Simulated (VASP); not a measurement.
# HfH8 (F-43m) in VASP: notebook

The runs below take HfH8 through single point, relaxation of cell and atoms, with PBE.

Program: VASP 6.6.1. These are calculated values, not measurements. Logs are shortened: lines on timing, memory, paths and dates and some standing lists are left out, and cuts for length are marked.

## (1) The cell of the first run

The structure is cubic, space group F-43m (No. 216). Conventional cell: a = 6.666 Å, b = 6.666 Å, c = 6.666 Å, α = 90.00°, β = 90.00°, γ = 90.00°. Within 3.2 Å of Hf (site symmetry -43m) lie 16 H at 2.45 to 2.89 Å. H (site symmetry 2mm) has 4 H at 1.42 Å within 1.9 Å. H (site symmetry -43m) has 16 H at 2.45 to 2.89 Å within 3.2 Å. H (site symmetry -43m) has 10 H at 2.33 to 2.89 Å and 4 Hf at 2.89 Å within 3.1 Å.

## (2) Single point, PBE

File INCAR:

```
SYSTEM = HfH8
PREC = Accurate ; ENCUT = 520
EDIFF = 1E-7 ; ISMEAR = 0
SIGMA = 0.1 ; LREAL = .False.
LASPH = .True. ; NELM = 100
ALGO = Normal ; ISIF = 2
LWAVE = .False. ; LCHARG = .True.
GGA = PE ; LELF = .True.
LVHAR = .True. ; NBANDS = 19
```

File KPOINTS:

```
Automatic mesh
0
Gamma
  4 4 4
  0 0 0
```

File POSCAR:

```
HfH8
1.0
    0.0000000000      3.3331832600      3.3331832600
    3.3331832600      0.0000000000      3.3331832600
    3.3331832600      3.3331832600      0.0000000000
Hf H
1 8
Direct
    0.2500000000      0.2500000000      0.2500000000
    0.8493740900      0.1506259100      0.1506259100
    0.1506259100      0.8493740900      0.8493740900
    0.1506259100      0.8493740900      0.1506259100
    0.8493740900      0.1506259100      0.8493740900
    0.1506259100      0.1506259100      0.8493740900
    0.8493740900      0.8493740900      0.1506259100
    0.7500000000      0.7500000000      0.7500000000
    0.5000000000      0.5000000000      0.5000000000
```

Potentials or basis: VASP PAW PBE potentials, release 64 (Hf_pv, H).

Command:

```console
> cat potpaw_PBE.64/Hf_pv/POTCAR potpaw_PBE.64/H/POTCAR > POTCAR
> mpirun -np 1 vasp_std > vasp.out
```

OUTCAR:

```text
SYSTEM = HfH8
   PREC = Accurate
   ENCUT = 520
   EDIFF = 1E-7
   ISMEAR = 0
   LREAL = .False.
   LASPH = .True.
   NELM = 100
   ISIF = 2
   GGA = PE

 ion  position               nearest neighbor table
   1  0.250  0.250  0.250-
   2  0.849  0.151  0.151-
   3  0.151  0.849  0.849-
   4  0.151  0.849  0.151-
   5  0.849  0.151  0.849-
   6  0.151  0.151  0.849-
   7  0.849  0.849  0.151-
   8  0.750  0.750  0.750-
   9  0.500  0.500  0.500-

  LATTYP: Found a face centered cubic cell.
 ALAT       =     6.6663665200

  Lattice vectors:

 A1 = (   0.0000000000,   3.3331832600,   3.3331832600)
 A2 = (   3.3331832600,   0.0000000000,   3.3331832600)
 A3 = (   3.3331832600,   3.3331832600,   0.0000000000)

Analysis of symmetry for initial positions (statically):
=====================================================================
 Subroutine PRICEL returns:
 Original cell was already a primitive cell.

 Routine SETGRP: Setting up the symmetry group for a
 face centered cubic supercell.

 Subroutine GETGRP returns: Found 24 space group operations
 (whereof 24 operations were pure point group operations)
 out of a pool of 48 trial point group operations.

The static configuration has the point symmetry T_d .

Analysis of symmetry for dynamics (positions and initial velocities):
=====================================================================
 Subroutine PRICEL returns:
 Original cell was already a primitive cell.

 Routine SETGRP: Setting up the symmetry group for a
 face centered cubic supercell.

 Subroutine GETGRP returns: Found 24 space group operations
 (whereof 24 operations were pure point group operations)
 out of a pool of 48 trial point group operations.

The dynamic configuration has the point symmetry T_d .

 Subroutine INISYM returns: Found 24 space group operations
 (whereof 24 operations are pure point group operations),
 and found     1 'primitive' translations

----------------------------------------------------------------------------------------

                                     Primitive cell

[... 87 lines left out ...]
   EDIFF  = 0.1E-06   stopping-criterion for ELM
   LREAL  =      F    real-space projection
   EDIFFG = 0.1E-05   stopping-criterion for IOM
   NSW    =      0    number of steps for IOM
   IBRION =     -1    ionic relax: 0-MD 1-quasi-New 2-CG
   NFREE  =      0    steps in history (QN), initial steepest desc. (CG)
   ISIF   =      2    stress and relaxation
   ISYM   =      2    0-nonsym 1-usesym 2-fastsym
   POTIM  = 0.5000    time-step for ionic-motion
   TEBEG  =    0.0;   TEEND  =   0.0 temperature during run
   PSTRESS=    0.0 pullay stress
   NELECT =      18.0000    total number of electrons
   NUPDOWN=      -1.0000    fix difference up-down
   EMIN   =  10.00;   EMAX   =-10.00  energy-range for DOS
   EFERMI =   0.00;   METHOD = LEGACY
   ISMEAR =     0;   SIGMA  =   0.10  broadening in eV -4-tet -1-fermi 0-gaus
   EFERMI_NEDOS =   21; number of points for ismear=-14 and -15
   IALGO  =     38    algorithm
   IMIX   =      4    mixing-type and parameters
     AMIX     =   0.40;   BMIX     =  1.00
     AMIX_MAG =   1.60;   BMIX_MAG =  1.00
  volume/ion in A,a.u.               =       8.23        55.53
  Fermi-wavevector in a.u.,A,eV,Ry     =   1.021637  1.930613 14.200965  1.043741
  Thomas-Fermi vector in A             =   2.155272
   LORBIT       =      0    0 simple, 1 ext, 2 COOP (PROOUT), +10 PAW based schemes
   GGA     = PE    functional components
   LHFCALC =     F    Hartree Fock is set to
   AEXX    =    0.0000 exact exchange contribution
   IVDW    =     0    specifies the selected vdW correction
   LEPSILON=     F    determine dielectric tensor
   LRPA    =     F    only Hartree local field effects (RPA)
 non-spin polarized calculation
 Gauss-broadening in eV      SIGMA  =   0.10
  energy-cutoff  :      520.00
  volume of cell :       74.06
 maximum number of plane-waves:      2012
   NGX = 17   NGY = 17   NGZ = 17

 number of electron      17.9999997 magnetization

 Free energy of the ion-electron system (eV)
  ---------------------------------------------------
  ext. energy  EPLUGINS =         0.00000000
  ---------------------------------------------------
  free energy    TOTEN  =       -28.13020477 eV

  energy without entropy =      -28.09977413  energy(sigma->0) =      -28.11498945

 E-fermi :   0.7087     XC(G=0):  -9.0772

 val. band max:        0.6400019803   @ k =  -0.2500   0.2500   0.0000
 cond. band min:       0.7333091462   @ k =  -0.2500   0.5000   0.2500
 fundamental gap:      0.0933071658
 Fermi energy:         0.7087225356

 k-point     1 :       0.0000    0.0000    0.0000
  band No.  band energies     occupation
      1     -31.8098      2.00000
      2     -31.8098      2.00000
      3     -31.8098      2.00000
      4     -10.3500      2.00000
      5      -2.6056      2.00000
      6      -2.6056      2.00000
[... 153 lines left out ...]
      6      -3.4384      2.00000
[... 11 lines left out ...]
     18       8.0550      0.00000
     19      10.6658      0.00000

------------------------ aborting loop because EDIFF is reached ----------------------------------------

  FORCE on cell =-STRESS in cart. coord.  units (eV):
  Direction    XX          YY          ZZ          XY          YZ          ZX
  --------------------------------------------------------------------------------------
  -------------------------------------------------------------------------------------
  Total       -8.2952782     -8.2952782     -8.2952782     -0.0000000     -0.0000000      0.0000000
  in kB     -179.4460757   -179.4460757   -179.4460757     -0.0000000     -0.0000000      0.0000000
  external PRESSURE =    -179.4460757 kB  Pullay stress =       0.0000000 kB

 VOLUME and BASIS-vectors are now :
 -----------------------------------------------------------------------------
  energy-cutoff  :      520.00
  volume of cell :       74.06
      direct lattice vectors                 reciprocal lattice vectors
     0.000000000  3.333183260  3.333183260    -0.150006754  0.150006754  0.150006754
     3.333183260  0.000000000  3.333183260     0.150006754 -0.150006754  0.150006754
     3.333183260  3.333183260  0.000000000     0.150006754  0.150006754 -0.150006754

 POSITION                                       TOTAL-FORCE (eV/Angst)
 -----------------------------------------------------------------------------------
      1.66659      1.66659      1.66659         0.000000      0.000000      0.000000
      1.00413      3.33318      3.33318         0.137730      0.000000      0.000000
      5.66224      3.33318      3.33318        -0.137730      0.000000      0.000000
      3.33318      1.00413      3.33318         0.000000      0.137730      0.000000
      3.33318      5.66224      3.33318         0.000000     -0.137730      0.000000
      3.33318      3.33318      1.00413         0.000000      0.000000      0.137730
      3.33318      3.33318      5.66224         0.000000      0.000000     -0.137730
      4.99977      4.99977      4.99977         0.000000      0.000000      0.000000
      3.33318      3.33318      3.33318         0.000000     -0.000000     -0.000000
 -----------------------------------------------------------------------------------
    total drift:                                0.000000      0.000000      0.000000

  FREE ENERGIE OF THE ION-ELECTRON SYSTEM (eV)
  ---------------------------------------------------
  free  energy   TOTEN  =       -28.1302047671 eV

  energy  without entropy=      -28.0997741315  energy(sigma->0) =      -28.11498945
```

stdout:

```text
POSCAR found type information on POSCAR HfH
 POSCAR found :  2 types and       9 ions
 scaLAPACK will be used
 LDA part: xc-table for (Slater+PW92), standard interpolation
 POSCAR, INCAR and KPOINTS ok, starting setup
 FFT: planning ... GRIDC
 FFT: planning ... GRID_SOFT
 FFT: planning ... GRID
 WAVECAR not read
 entering main loop
```

Wall time 27 s (1 thread of Intel Xeon Platinum 8259CL at 2.50GHz (Skylake/Cascade Lake), shared host); peak memory 0.2 GiB.

Results:

- Free energy: -28.1302 eV
- Pressure: -17.9 GPa
- Largest force: 0.138 eV/Å
- Band gap on the k mesh: zero (band 9 reaches 0.78 eV, above the bottom of band 10 at 0.64 eV)

Forces on the atoms (eV/Å):
```
Hf   0.000  0.000  0.000
H    0.138  0.000  0.000
H   -0.138  0.000  0.000
H    0.000  0.138  0.000
H    0.000 -0.138  0.000
H    0.000  0.000  0.138
H    0.000  0.000 -0.138
H    0.000  0.000  0.000
H    0.000  0.000  0.000
```

Levels at points of the mesh, in eV from the Fermi level:
```csv
k point,band 5,band 6,band 7,band 8,band 9,band 10,band 11,band 12,band 13,band 14
"(0.00, 0.00, 0.00)",-3.31,-3.31,-3.31,-2.87,0.07,0.07,0.49,3.95,3.95,3.95
"(0.50, 0.00, 0.00)",-5.50,-3.00,-3.00,-0.90,-0.60,0.64,0.64,1.43,1.43,2.62
"(0.50, 0.50, 0.00)",-5.02,-3.55,-2.85,-2.85,-0.70,1.37,1.37,1.40,2.11,2.84
```

Caveat: the k points lie up to 0.41 Å⁻¹ apart; spin-orbit coupling is left out, which moves the levels of the heavy elements.

## (3) Single point, PBE

This run uses another cell than the first one, of 5.40 Å³/atom, 0.656 times its volume.

File INCAR:

```
SYSTEM = HfH8
ALGO = Normal ; EDIFF = 1E-6
ENCUT = 520 ; GGA = PE
ISIF = 2 ; ISMEAR = 0
LASPH = .True. ; LCHARG = .False.
LREAL = .False. ; LWAVE = .False.
NBANDS = 19 ; NELM = 60
PREC = Accurate ; SIGMA = 0.1
```

File KPOINTS:

```
k-points
0
Gamma
  4 4 4
  0 0 0
```

File POSCAR:

```
HfH8
1.0
    0.0000000000      2.8963033700      2.8963033700
    2.8963033700      0.0000000000      2.8963033700
    2.8963033700      2.8963033700      0.0000000000
Hf H
1 8
Direct
    0.2500000000      0.2500000000      0.2500000000
    0.7546204708      0.2453795292      0.2453795292
    0.2453795292      0.7546204708      0.7546204708
    0.2453795292      0.7546204708      0.2453795292
    0.7546204708      0.2453795292      0.7546204708
    0.2453795292      0.2453795292      0.7546204708
    0.7546204708      0.7546204708      0.2453795292
    0.7500000000      0.7500000000      0.7500000000
    0.5000000000      0.5000000000      0.5000000000
```

Potentials or basis: VASP PAW PBE potentials, release 64 (Hf_pv, H).

Command:

```console
> cat potpaw_PBE.64/Hf_pv/POTCAR potpaw_PBE.64/H/POTCAR > POTCAR
> mpirun -np 1 vasp_std > vasp.out
```

It took 12 s on 1 thread of AMD EPYC 7R13 (Zen 3), shared host; peak memory 0.13 GiB.

The run converged. Its results:

```
Free energy            : -31.4669 eV
Pressure               : -0.9 GPa
Largest force          : 0.011 eV/Å
Band gap on the k mesh : zero (band 9 reaches 2.80 eV, above the bottom of band 10 at 1.47 eV)
```

Forces on the atoms (eV/Å):
```
Hf   0.000  0.000  0.000
H   -0.011  0.000  0.000
H    0.011  0.000  0.000
H    0.000 -0.011  0.000
H    0.000  0.011  0.000
H    0.000  0.000 -0.011
H    0.000  0.000  0.011
H    0.000  0.000  0.000
H    0.000  0.000  0.000
```

Levels at points of the mesh, in eV from the Fermi level:
| k point | band 7 | band 8 | band 9 | band 10 | band 11 | band 12 |
| --- | --- | --- | --- | --- | --- | --- |
| (0.00, 0.00, 0.00) | -4.31 | -1.32 | -1.32 | -1.29 | 1.51 | 6.71 |
| (0.50, 0.00, 0.00) | -3.53 | -1.37 | -0.60 | -0.60 | 1.70 | 2.21 |
| (0.50, 0.50, 0.00) | -2.94 | -2.94 | -0.64 | 2.37 | 2.39 | 2.39 |

Caveat: the k points lie up to 0.47 Å⁻¹ apart; spin-orbit coupling is left out, which moves the levels of the heavy elements.

## (4) Relaxation of cell and atoms, PBE

File INCAR:

```
SYSTEM = HfH8
PREC = Accurate
ENCUT = 600
EDIFF = 1E-6
ISMEAR = 0
SIGMA = 0.1
LREAL = .False.
LASPH = .True.
NELM = 80
ALGO = Normal
ISIF = 3
LWAVE = .False.
LCHARG = .False.
GGA = PE
IBRION = 2
NSW = 90
EDIFFG = -0.04
```

File KPOINTS:

```
Automatic mesh
0
Gamma
  4 4 4
  0 0 0
```

File POSCAR:

```
HfH8
1.0
    0.0000000000      3.3331832600      3.3331832600
    3.3331832600      0.0000000000      3.3331832600
    3.3331832600      3.3331832600      0.0000000000
Hf H
1 8
Direct
    0.2500000000      0.2500000000      0.2500000000
    0.8493740900      0.1506259100      0.1506259100
    0.1506259100      0.8493740900      0.8493740900
    0.1506259100      0.8493740900      0.1506259100
    0.8493740900      0.1506259100      0.8493740900
    0.1506259100      0.1506259100      0.8493740900
    0.8493740900      0.8493740900      0.1506259100
    0.7500000000      0.7500000000      0.7500000000
    0.5000000000      0.5000000000      0.5000000000
```

Command:

```console
> cat potpaw_PBE.64/Hf_pv/POTCAR potpaw_PBE.64/H/POTCAR > POTCAR
> mpirun -np 1 vasp_std > vasp.out
```

It took 3.9 min on 1 thread of AMD EPYC 7R13 (Zen 3), shared host; peak memory 0.24 GiB.

It converged, with:

- Free energy: -31.4722 eV
- Relaxed volume: 5.35 Å³/atom
- Relaxed cell: a = 4.085 Å, b = 4.085 Å, c = 4.085 Å, α = 60.00°, β = 60.00°, γ = 60.00°
- Space group after relaxing (to 0.05 Å): F-43m (No. 216)
- Energy gained by relaxing: 371.1 meV/atom
- Ionic steps: 19
- Pressure after relaxing: 0.1 GPa
- Largest force after relaxing: 0.026 eV/Å
- Band gap on the k mesh: zero (band 9 reaches 2.86 eV, above the bottom of band 10 at 1.55 eV)

Forces in eV/Å, atoms in the order of the input:
```
Hf   0.000  0.000  0.000
H    0.026  0.000  0.000
H   -0.026  0.000  0.000
H    0.000  0.026  0.000
H    0.000 -0.026  0.000
H    0.000  0.000  0.026
H    0.000  0.000 -0.026
H    0.000  0.000  0.000
H    0.000  0.000  0.000
```

The path:
| step | energy change (eV) | largest force (eV/Å) | pressure (GPa) | volume (Å³) |
| --- | --- | --- | --- | --- |
| 1 | 0.0000 | 0.1325 | -17.84 | 74.06 |
| 2 | -0.9653 | 0.4104 | -14.23 | 64.67 |
| 3 | -1.6231 | 0.8031 | -5.26 | 54.90 |
| 4 | -0.3353 | 2.0586 | 44.78 | 38.40 |
| 5 | -1.6845 | 0.9807 | -0.52 | 51.87 |
| 6 | -1.6875 | 1.0316 | 0.95 | 51.05 |
| 7 | -2.0448 | 0.7464 | 1.99 | 48.88 |
| 8 | -2.2211 | 0.3920 | 5.71 | 46.70 |
| 9 | -2.2711 | 0.5645 | 7.63 | 45.72 |
| 10 | -2.4185 | 0.7944 | 12.14 | 43.78 |
| 11 | -2.5063 | 0.5257 | 27.01 | 40.07 |
| 12 | -2.7770 | 0.3091 | 23.63 | 40.85 |
| 13 | -3.0180 | 0.2143 | 18.49 | 42.41 |
| 14 | -3.2136 | 0.0947 | 10.91 | 44.39 |
| 15 | -3.3141 | 0.1407 | -2.99 | 49.50 |
| 16 | -3.3343 | 0.0848 | 0.26 | 48.06 |
| 17 | -3.3344 | 0.0795 | 0.58 | 47.93 |
| 18 | -3.3362 | 0.0661 | 0.46 | 47.99 |
| 19 | -3.3395 | 0.0261 | 0.13 | 48.19 |

Final structure:
```
Hf H
1.0
     0.00000    2.88826    2.88826
     2.88826    0.00000    2.88826
     2.88826    2.88826    0.00000
Hf H
1 8
Direct
  0.25000 0.25000 0.25000
  0.75643 0.24357 0.24357
  0.24357 0.75643 0.75643
  0.24357 0.75643 0.24357
  0.75643 0.24357 0.75643
  0.24357 0.24357 0.75643
  0.75643 0.75643 0.24357
  0.75000 0.75000 0.75000
  0.50000 0.50000 0.50000
```

Levels at points of the mesh, in eV from the Fermi level:
| k point | band 6 | band 7 | band 8 | band 9 | band 10 | band 11 | band 12 | band 13 |
| --- | --- | --- | --- | --- | --- | --- | --- | --- |
| (0.00, 0.00, 0.00) | -4.35 | -4.35 | -1.34 | -1.34 | -1.29 | 1.44 | 6.71 | 6.71 |
| (0.50, 0.00, 0.00) | -3.57 | -3.57 | -1.39 | -0.60 | -0.60 | 1.68 | 2.22 | 2.22 |
| (0.50, 0.50, 0.00) | -5.99 | -2.95 | -2.95 | -0.64 | 2.39 | 2.39 | 2.39 | 2.55 |

Caveat: the k points lie up to 0.47 Å⁻¹ apart in the final cell; the volume moved by over 15 % at a fixed basis, so the end points are rough; spin-orbit coupling is left out, which moves the levels of the heavy elements.

## (5) The runs side by side

| task | cell | cutoff (eV) | gap on the mesh (eV) | pressure (GPa) | largest force (eV/Å) |
| --- | --- | --- | --- | --- | --- |
| single point | a = 4.714 Å, angles 60.0°, 9 atoms | 520 | none | -17.9 | 0.14 |
| single point | a = 4.096 Å, angles 60.0°, 9 atoms | 520 | none | -0.9 | 0.01 |
| relaxation of cell and atoms | relaxed from a = 4.714 Å, angles 60.0°, 9 atoms | 600 | none | 0.1 | 0.03 |

Alike in all rows: level PBE; potentials or basis VASP PAW PBE potentials, release 64 (Hf_pv, H); no spin polarisation; k mesh 4 × 4 × 4; smearing gaussian 0.1 eV.

Caveats: all runs use coarse meshes; spin-orbit coupling is left out, which moves the levels of the heavy elements; the volume moved by over 15 % at a fixed basis, so the end points are rough (some runs).

Total energies depend on the potentials used, so only differences within one code and one set of settings carry meaning.
